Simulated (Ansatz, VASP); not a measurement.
## MnSb: VASP beside Ansatz

The input INCAR:

```
SYSTEM = MnSb
ALGO = Normal
EDIFF = 1E-7
ENCUT = 520
GGA = CA
ISIF = 2
ISMEAR = -1
ISPIN = 2
LASPH = .True.
LCHARG = .True.
LDAU = .True.
LDAUJ = 0 0
LDAUL = -1 2
LDAUPRINT = 1
LDAUTYPE = 2
LDAUU = 0 1
LELF = .True.
LMAXMIX = 4
LORBIT = 11
LREAL = .False.
LVHAR = .True.
LWAVE = .False.
MAGMOM = 0 0 4 4
NBANDS = 30
NELM = 150
PREC = Accurate
SIGMA = 0.05
```

Contents of KPOINTS:

```
k-points
0
Gamma
  7 7 5
  0 0 0
```

POSCAR

```
MnSb
1.0
    4.1500000000      0.0000000000      0.0000000000
   -2.0750000000      3.5940054257      0.0000000000
    0.0000000000      0.0000000000      5.7800000000
Sb Mn
2 2
Direct
    0.6666666667      0.3333333333      0.7500000000
    0.3333333333      0.6666666667      0.2500000000
    0.0000000000      0.0000000000      0.5000000000
    0.0000000000      0.0000000000      0.0000000000
```

input.yaml

```yaml
crystal:
  lattice:
    - [4.15, 0.0, 0.0]
    - [-2.075, 3.5940054257, 0.0]
    - [0.0, 0.0, 5.78]
  atoms:
    - { symbol: Sb, position: [0.6666666667, 0.3333333333, 0.75] }
    - { symbol: Sb, position: [0.3333333333, 0.6666666667, 0.25] }
    - { symbol: Mn, position: [0.0, 0.0, 0.5], spin: 4.0 }
    - { symbol: Mn, position: [0.0, 0.0, 0.0], spin: 4.0 }
hamiltonian:
  xc: lda
  pseudopotentials: { kind: paw }
  hubbard: { sites: [{ species: Mn, l: d, u_eff: 1.0 }] }
magnetization:
  spin_polarized: true
kpoints:
  mp_grid: { grid: [7, 7, 5] }
  band_path:
    path:
      - [[0.0, 0.0, 0.0], [0.5, 0.0, 0.0], [0.3333333333, 0.3333333333, 0.0], [0.0, 0.0, 0.0], [0.0, 0.0, 0.5], [0.5, 0.0, 0.5], [0.3333333333, 0.3333333333, 0.5], [0.0, 0.0, 0.5]]
      - [[0.5, 0.0, 0.5], [0.5, 0.0, 0.0]]
      - [[0.3333333333, 0.3333333333, 0.0], [0.3333333333, 0.3333333333, 0.5]]
    npoints: 14
scf:
  occupations: { method: fermi_dirac, width: 0.05 }
  n_extra_bands: 10
output:
  forces: true
  stress: true
  eigenvalues: true
  fatbands: false
```

Alike in both runs: functional LDA; k mesh 7 × 7 × 5; occupations fermi-dirac, width 0.05 eV; collinear spin; Hubbard terms Mn d U = 1.0 eV.

|  | VASP | Ansatz |
| --- | --- | --- |
| version | VASP 6.6.1 | Ansatz 0.2.0 |
| potentials or method | VASP PAW LDA potentials, release 64 (Sb, Mn_pv) | Ansatz PAW |
| plane-wave cutoff (eV) | 520 | 420 |
| valence electrons in the cell | 36 | 60 |
| task | single point | band structure |

```csv
,VASP,Ansatz,Ansatz less VASP
gap on the k mesh at the Fermi level (eV),none,none,-
pressure (GPa),-7.7,-6.9,+0.81
"traceless stress, the component that is largest in VASP (GPa)",-0.52,-0.58,-0.064
net moment per atom (μB),1.75,1.78,+0.038
size of the moment on the site where the two differ most (μB),3.52,3.62,+0.099
```

LDA's correlation is that of Perdew and Zunger in VASP and of Perdew and Wang (1992) in Ansatz. Site moments also hang on the region over which each program counts them. The programs project onto different local orbitals, so the same U acts differently, and such runs can settle in different states. A gap of «none» marks a metal or a gap that the smearing closes. VASP's potentials hold 36 valence electrons a cell and Ansatz's 60, so a difference there can come from the potentials and not from the codes.

Spin-orbit coupling is off throughout. Noted on Ansatz's run: the magnetic or orbital state may not be the lowest.
